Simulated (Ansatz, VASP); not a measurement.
**One calculation of GaP, two programs**

The input POSCAR:

```
GaP
1.0
    0.0000000000      2.7826710175      2.7826710175
    2.7826710175      0.0000000000      2.7826710175
    2.7826710175      2.7826710175      0.0000000000
Ga P
1 1
Direct
    0.0000000000      0.0000000000      0.0000000000
    0.7500000000      0.7500000000      0.7500000000
```

Contents of INCAR.step1:

```
SYSTEM = GaP
  PREC = Accurate
  ENCUT = 550
  ISMEAR = 0
  SIGMA = 0.02
  LREAL = .FALSE.
  LASPH = .TRUE.
  NELM = 120
  NBANDS = 16
  GGA = PE
  ALGO = Normal
  EDIFF = 1E-5
  LWAVE = .TRUE.
  LCHARG = .FALSE.
  GGA_COMPAT = .FALSE.
```

The input INCAR.step2:

```
SYSTEM = GaP
  PREC = Accurate
  ENCUT = 550
  EDIFF = 1E-6
  ISMEAR = 0
  SIGMA = 0.02
  LREAL = .FALSE.
  LASPH = .TRUE.
  NELM = 120
  ALGO = Normal
  ISIF = 2
  LWAVE = .FALSE.
  LCHARG = .FALSE.
  METAGGA = R2SCAN
  LMIXTAU = .TRUE.
  NBANDS = 16
  ISTART = 1
  GGA_COMPAT = .FALSE.
```

The input KPOINTS:

```
Automatic mesh
0
G
  8 8 8
  0 0 0
```

Input for Ansatz:

```yaml
crystal:
  lattice:
    - [0.0, 2.7826710175, 2.7826710175]
    - [2.7826710175, 0.0, 2.7826710175]
    - [2.7826710175, 2.7826710175, 0.0]
  atoms:
    - { symbol: Ga, position: [0.0, 0.0, 0.0] }
    - { symbol: P, position: [0.75, 0.75, 0.75] }
basis:
  ecutwfc: 500
kpoints:
  mp_grid: { grid: [8, 8, 8] }
hamiltonian:
  xc: r2scan
scf:
  occupations: { method: gaussian, width: 0.02 }
output:
  forces: true
  stress: true
  eigenvalues: true
```

Alike in both runs: task single point; functional r2SCAN; k mesh 8 × 8 × 8; occupations gaussian, width 0.02 eV; no spin polarisation.

|  | VASP | Ansatz |
| --- | --- | --- |
| version | VASP 6.6.1 | Ansatz 0.2.0 |
| potentials or method | VASP PAW PBE potentials, release 64 (Ga_d, P), cutoff 550 eV | scalar-relativistic, plane waves, PAW |
| valence electrons in the cell | 18 | 18 |

Ansatz gave:

```
gap on the k mesh at the Fermi level (eV) : 1.82
least direct gap on the mesh (eV)         : 1.82
pressure (GPa)                            : -4.8
```

Problem. Estimate VASP's values.

Solution. gap on the k mesh at the Fermi level (eV): 1.80; least direct gap on the mesh (eV): 1.80; pressure (GPa): -4.8.

VASP's potentials were made for PBE, not for r2SCAN.
